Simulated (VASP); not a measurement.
# Ag (R-3m) in VASP: notebook, part 2 of 2

VASP 6.6.1.

## 5. Relaxation of the atoms, PBEsol

This run uses another cell than the first one, of 17.87 Å³/atom.

Contents of INCAR:

```
SYSTEM = Ag
  ALGO = Normal
  EDIFF = 1E-6
  EDIFFG = -0.01
  ENCUT = 520
  GGA = PS
  IBRION = 2
  ISIF = 2
  ISMEAR = -1
  LASPH = .True.
  LCHARG = .False.
  LREAL = .False.
  LWAVE = .False.
  NELM = 80
  NSW = 60
  PREC = Accurate
  SIGMA = 0.05
```

Contents of KPOINTS:

```
k-points
0
Gamma
  9 9 9
  0 0 0
```

Contents of POSCAR:

```
Ag
1.0
    1.4730471633      0.8504641763      7.1326035000
   -1.4730471633      0.8504641763      7.1326035000
    0.0000000000     -1.7009283525      7.1326035000
Ag
3
Direct
    0.2222810000      0.2222810000      0.2222810000
    0.7777190000      0.7777190000      0.7777190000
    0.0000000000      0.0000000000      0.0000000000
```

Potentials or basis: VASP PAW PBE potentials, release 64 (Ag).

On the command line:

```console
$ cat potpaw_PBE.64/Ag/POTCAR > POTCAR
$ mpirun -np 1 vasp_std > vasp.out
```

OUTCAR:

```text
SYSTEM = Ag
   EDIFF = 1E-6
   EDIFFG = -0.01
   ENCUT = 520
   GGA = PS
   IBRION = 2
   ISIF = 2
   ISMEAR = -1
   LASPH = .True.
   LREAL = .False.
   NELM = 80
   NSW = 60
   PREC = Accurate

 ion  position               nearest neighbor table
   1  0.222  0.222  0.222-   3 2.92   3 2.92   3 2.92   2 2.93   2 2.93   2 2.93
   2  0.778  0.778  0.778-   3 2.92   3 2.92   3 2.92   1 2.93   1 2.93   1 2.93
   3  0.000  0.000  0.000-   2 2.92   1 2.92   2 2.92   2 2.92   1 2.92   1 2.92

  LATTYP: Found a trigonal (rhomboedric) cell.
 ALAT       =     7.3326114004
 COS(alpha) =     0.9192865408

  Lattice vectors:

 A1 = (   1.4730471633,   0.8504641763,   7.1326035000)
 A2 = (  -1.4730471633,   0.8504641763,   7.1326035000)
 A3 = (   0.0000000000,  -1.7009283525,   7.1326035000)

Analysis of symmetry for initial positions (statically):
=====================================================================
 Subroutine PRICEL returns:
 Original cell was already a primitive cell.

 Routine SETGRP: Setting up the symmetry group for a
 trigonal (rhombohedral) supercell.

 Subroutine GETGRP returns: Found 12 space group operations
 (whereof 12 operations were pure point group operations)
 out of a pool of 12 trial point group operations.

The static configuration has the point symmetry D_3d.

Analysis of symmetry for dynamics (positions and initial velocities):
=====================================================================
 Subroutine PRICEL returns:
 Original cell was already a primitive cell.

 Routine SETGRP: Setting up the symmetry group for a
 trigonal (rhombohedral) supercell.

 Subroutine GETGRP returns: Found 12 space group operations
 (whereof 12 operations were pure point group operations)
 out of a pool of 12 trial point group operations.

The dynamic configuration has the point symmetry D_3d.

 Subroutine INISYM returns: Found 12 space group operations
 (whereof 12 operations are pure point group operations),
 and found     1 'primitive' translations

----------------------------------------------------------------------------------------

                                     Primitive cell

  volume of cell :      53.6132

  direct lattice vectors                    reciprocal lattice vectors
     1.473047163  0.850464176  7.132603500     0.339432445  0.195971413  0.046733753
    -1.473047163  0.850464176  7.132603500    -0.339432445  0.195971413  0.046733753
     0.000000000 -1.700928353  7.132603500     0.000000000 -0.391942827  0.046733753

  length of vectors
     7.332611400  7.332611400  7.332611400     0.394719170  0.394719170  0.394719170

  position of ions in fractional coordinates (direct lattice)
     0.222281000  0.222281000  0.222281000
     0.777719000  0.777719000  0.777719000
     0.000000000  0.000000000  0.000000000

  ion indices of the primitive-cell ions
   primitive index   ion index
                 1           1
                 2           2
                 3           3

----------------------------------------------------------------------------------------

 KPOINTS: k-points

Automatic generation of k-mesh.
 Grid dimensions read from file:
 generate k-points for:    9    9    9

 Generating k-lattice:

  Cartesian coordinates                     Fractional coordinates (reciprocal lattice)
     0.037714716  0.021774601  0.005192639     0.111111111  0.000000000 -0.000000000
    -0.037714716  0.021774601  0.005192639     0.000000000  0.111111111 -0.000000000
     0.000000000 -0.043549203  0.005192639    -0.000000000 -0.000000000  0.111111111

  Length of vectors
     0.043857686  0.043857686  0.043857686

  Shift w.r.t. Gamma in fractional coordinates (k-lattice)
     0.000000000  0.000000000  0.000000000

 Subroutine IBZKPT returns following result:
 ===========================================

 Found     85 irreducible k-points:

 Following reciprocal coordinates:
            Coordinates               Weight
  0.000000  0.000000  0.000000      1.000000
  0.111111 -0.000000 -0.000000      6.000000
  0.222222 -0.000000  0.000000      6.000000
  0.333333 -0.000000  0.000000      6.000000
  0.444444 -0.000000  0.000000      6.000000
  0.111111  0.111111 -0.000000      6.000000
[... 16 lines left out ...]
 -0.333333  0.333333  0.000000      6.000000
  0.444444  0.444444  0.000000      6.000000
 [... further k-points ...]
   k-points           NKPTS =     85   k-points in BZ     NKDIM =     85   number of bands    NBANDS=     20
   number of dos      NEDOS =    301   number of ions     NIONS =      3
   total plane-waves  NPLWV = 175616
   dimension x,y,z NGX =    56 NGY =   56 NGZ =   56
   dimension x,y,z NGXF=   112 NGYF=  112 NGZF=  112
   ions per type =               3
   NGX,Y,Z   is equivalent  to a cutoff of  12.70, 12.70, 12.70 a.u.
   NGXF,Y,Z  is equivalent  to a cutoff of  25.39, 25.39, 25.39 a.u.
 SYSTEM =  Ag
   PREC   = accura    normal or accurate (medium, high low for compatibility)
   ISTART =      0    job   : 0-new  1-cont  2-samecut
   ICHARG =      2    charge: 1-file 2-atom 10-const
   ISPIN  =      1    spin polarized calculation?
   LNONCOLLINEAR =      F non collinear calculations
   LSORBIT =      F    spin-orbit coupling
   LASPH  =      T    aspherical Exc in radial PAW
   ENCUT  =  520.0 eV  38.22 Ry    6.18 a.u.  13.63 13.63 13.63*2*pi/ulx,y,z
   NELM   =     80;   NELMIN=  2; NELMDL= -5     # of ELM steps
   EDIFF  = 0.1E-05   stopping-criterion for ELM
   LREAL  =      F    real-space projection
   EDIFFG = -.1E-01   stopping-criterion for IOM
   NSW    =     60    number of steps for IOM
   IBRION =      2    ionic relax: 0-MD 1-quasi-New 2-CG
   NFREE  =      1    steps in history (QN), initial steepest desc. (CG)
   ISIF   =      2    stress and relaxation
   ISYM   =      2    0-nonsym 1-usesym 2-fastsym
   POTIM  = 0.5000    time-step for ionic-motion
   TEBEG  =    0.0;   TEEND  =   0.0 temperature during run
   PSTRESS=    0.0 pullay stress
   NELECT =      33.0000    total number of electrons
   NUPDOWN=      -1.0000    fix difference up-down
   EMIN   =  10.00;   EMAX   =-10.00  energy-range for DOS
   EFERMI =   0.00;   METHOD = LEGACY
   ISMEAR =    -1;   SIGMA  =   0.05  broadening in eV -4-tet -1-fermi 0-gaus
   EFERMI_NEDOS =   21; number of points for ismear=-14 and -15
   IALGO  =     38    algorithm
   IMIX   =      4    mixing-type and parameters
     AMIX     =   0.40;   BMIX     =  1.00
     AMIX_MAG =   1.60;   BMIX_MAG =  1.00
  volume/ion in A,a.u.               =      17.87       120.60
  Fermi-wavevector in a.u.,A,eV,Ry     =   1.392586  2.631607 26.385735  1.939297
  Thomas-Fermi vector in A             =   2.516315
   LORBIT       =      0    0 simple, 1 ext, 2 COOP (PROOUT), +10 PAW based schemes
   GGA     = PS    functional components
   LHFCALC =     F    Hartree Fock is set to
   AEXX    =    0.0000 exact exchange contribution
   IVDW    =     0    specifies the selected vdW correction
   LEPSILON=     F    determine dielectric tensor
   LRPA    =     F    only Hartree local field effects (RPA)
 conjugate gradient relaxation of ions
 non-spin polarized calculation
  energy-cutoff  :      520.00
  volume of cell :       53.61
 maximum number of plane-waves:      1482
   NGX = 27   NGY = 27   NGZ = 27

 number of electron      33.0000000 magnetization

 Free energy of the ion-electron system (eV)
  ---------------------------------------------------
  ext. energy  EPLUGINS =         0.00000000
  ---------------------------------------------------
  free energy    TOTEN  =        -9.86152226 eV

  energy without entropy =       -9.85525542  energy(sigma->0) =       -9.85838884

 E-fermi :   7.7185     XC(G=0): -12.1334

 val. band max:        7.7122213127   @ k =  -0.2222   0.1111  -0.0000
 cond. band min:       7.7308750180   @ k =  -0.2222   0.1111   0.1111
 fundamental gap:      0.0186537053
 Fermi energy:         7.7184981285

 k-point     1 :       0.0000    0.0000    0.0000
  band No.  band energies     occupation
      1       0.1064      2.00000
      2       1.6171      2.00000
      3       1.6193      2.00000
      4       2.9651      2.00000
      5       2.9651      2.00000
      6       3.0340      2.00000
[... 12 lines left out ...]
     19      15.4333      0.00000
     20      15.4537      0.00000
[... 507 lines left out ...]
 k-point    24 :       0.4444    0.4444    0.0000
  band No.  band energies     occupation
      1       1.5178      2.00000
      2       1.5955      2.00000
      3       1.8929      2.00000
      4       1.9928      2.00000
      5       2.5733      2.00000
      6       2.7112      2.00000
[... 12 lines left out ...]
     19      11.9304      0.00000
     20      12.8066      0.00000

 [... further k-points ...]
[... 5 lines left out ...]
  --------------------------------------------------------------------------------------
  -------------------------------------------------------------------------------------
  Total       -2.6401610     -2.6401610     -1.7521064     -0.0000000     -0.0000000     -0.0000000
  in kB      -78.8985426    -78.8985426    -52.3599275     -0.0000000     -0.0000000     -0.0000000
  external PRESSURE =     -70.0523376 kB  Pullay stress =       0.0000000 kB

 VOLUME and BASIS-vectors are now :
 -----------------------------------------------------------------------------
  energy-cutoff  :      520.00
  volume of cell :       53.61
      direct lattice vectors                 reciprocal lattice vectors
     1.473047163  0.850464176  7.132603500     0.339432445  0.195971413  0.046733753
    -1.473047163  0.850464176  7.132603500    -0.339432445  0.195971413  0.046733753
     0.000000000 -1.700928353  7.132603500     0.000000000 -0.391942827  0.046733753

 POSITION                                       TOTAL-FORCE (eV/Angst)
 -----------------------------------------------------------------------------------
      0.00000      0.00000      4.75633         0.000000      0.000000      0.004454
      0.00000      0.00000     16.64148         0.000000     -0.000000     -0.004454
      0.00000      0.00000      0.00000         0.000000      0.000000      0.000000
 -----------------------------------------------------------------------------------
    total drift:                               -0.000000     -0.000000      0.000000

  FREE ENERGIE OF THE ION-ELECTRON SYSTEM (eV)
  ---------------------------------------------------
  free  energy   TOTEN  =        -9.8615222642 eV

  energy  without entropy=       -9.8552554215  energy(sigma->0) =       -9.85838884

 reached required accuracy - stopping structural energy minimisation
```

CONTCAR:

```text
Ag
   1.00000000000000
     1.4730471633000000    0.8504641763000000    7.1326035000000001
    -1.4730471633000000    0.8504641763000000    7.1326035000000001
     0.0000000000000000   -1.7009283525000001    7.1326035000000001
  Ag
     3
Direct
     0.2222810000000024    0.2222810000000024    0.2222810000000024
     0.7777189999999976    0.7777189999999976    0.7777189999999976
     0.0000000000000000    0.0000000000000000    0.0000000000000000

  0.00000000E+00  0.00000000E+00  0.00000000E+00
  0.00000000E+00  0.00000000E+00  0.00000000E+00
  0.00000000E+00  0.00000000E+00  0.00000000E+00
```

Wall time 3.9 min (1 thread of Intel Xeon Platinum 8488C (Sapphire Rapids), shared host); peak memory 0.44 GiB.

Results:

| Property | Result |
| --- | --- |
| Free energy | -9.8615 eV |
| Pressure after relaxing | -7.0 GPa |
| Largest force after relaxing | 0.004 eV/Å |
| Band gap on the k mesh | zero (an odd number of electrons rules out a gap without spin polarisation) |

Forces on the atoms (eV/Å):
```
Ag   0.000  0.000  0.004
Ag   0.000  0.000 -0.004
Ag   0.000  0.000  0.000
```

Final structure:
```cif
data_structure
_symmetry_space_group_name_H-M 'P 1'
_symmetry_Int_Tables_number 1
_cell_length_a 7.3326
_cell_length_b 7.3326
_cell_length_c 7.3326
_cell_angle_alpha 23.178
_cell_angle_beta 23.178
_cell_angle_gamma 23.178
_cell_volume 53.61
loop_
_atom_site_label
_atom_site_type_symbol
_atom_site_fract_x
_atom_site_fract_y
_atom_site_fract_z
_atom_site_occupancy
Ag1 Ag 0.22228 0.22228 0.22228 1
Ag2 Ag 0.77772 0.77772 0.77772 1
Ag3 Ag 0.00000 0.00000 0.00000 1
```

Caveat: the relaxation stopped at its first step, so nothing moved; the PAW data sets were made with another functional, which shifts forces and pressure a little.

## 6. Summary

| task | cell | k mesh | gap on the mesh (eV) | pressure (GPa) |
| --- | --- | --- | --- | --- |
| single point | a = 7.500 Å, angles 23.0°, 3 atoms | 10 × 10 × 10 | none | -9.8 |
| single point | a = 7.548 Å, angles 23.0°, 3 atoms | 10 × 10 × 10 | none | -10.8 |
| relaxation of the atoms | atoms relaxed from a = 7.263 Å, angles 23.4°, 3 atoms | 9 × 9 × 9 | none | -6.2 |
| relaxation of the atoms | atoms relaxed from a = 7.333 Å, angles 23.2°, 3 atoms | 9 × 9 × 9 | none | -7.0 |

Alike in all rows: level PBEsol; potentials or basis VASP PAW PBE potentials, release 64 (Ag); no spin polarisation; cutoff (eV) 520; smearing fermi-dirac 0.05 eV.

Caveats: the PAW data sets were made with another functional, which shifts forces and pressure a little; the cell stands under tension (at least some runs); the relaxation stopped at its first step, so nothing moved (at least some runs).

Total energies depend on the potentials used, so only differences within one code and one set of settings carry meaning.
